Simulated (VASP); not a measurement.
Write the native input for VASP 6.6.1 that does the following.

```yaml
Task: single point
Functional: PBE
Potentials_or_basis: VASP PAW PBE potentials, release 64 (Na_pv)
Cutoff: 520 eV
k_mesh: 13 × 13 × 7
Occupations: fermi-dirac, width 0.05 eV
Spin: no spin polarisation
Dipole_correction: no
Further_INCAR_settings: ALGO = Normal; EDIFF = 1e-06; NBANDS = 14
```

The structure of Na lies in POSCAR:

```
Na
1.0
    3.7670009976      0.0000000000      0.0000000000
   -1.8835004988      3.2623185600      0.0000000000
    0.0000000000      0.0000000000      6.2155400000
Na
2
Direct
    0.3333333333      0.6666666667      0.2500000000
    0.6666666667      0.3333333333      0.7500000000
```

This cell differs from its parent crystal: zz strain of +1 %.

These files were run (other wordings do the same):

INCAR

```
PREC = Accurate
ENCUT = 520
EDIFF = 1E-6
ISMEAR = -1
SIGMA = 0.05
LREAL = F
LASPH = T
NELM = 100
ALGO = Normal
ISIF = 2
LWAVE = F
LCHARG = F
GGA = PE
NBANDS = 14
```

KPOINTS

```
Automatic mesh
0
Gamma
  13 13 7
```

Potentials or basis: VASP PAW PBE potentials, release 64 (Na_pv).

The run is started by

```bash
$ cat potpaw_PBE.64/Na_pv/POTCAR > POTCAR
$ mpirun -np 1 vasp_std > vasp.out
```

Results of the run:

The pressure is -0.2 GPa and the band gap on the k mesh is zero (band 7 reaches 1.67 eV, above the bottom of band 8 at -1.67 eV).

Caveat: the cell differs from its parent crystal (zz strain of +1 %).

Run time: 28 s on 1 thread of Intel(R) Xeon(R) 6975P-C (Granite Rapids), on a shared host, peak memory 0.21 GiB.
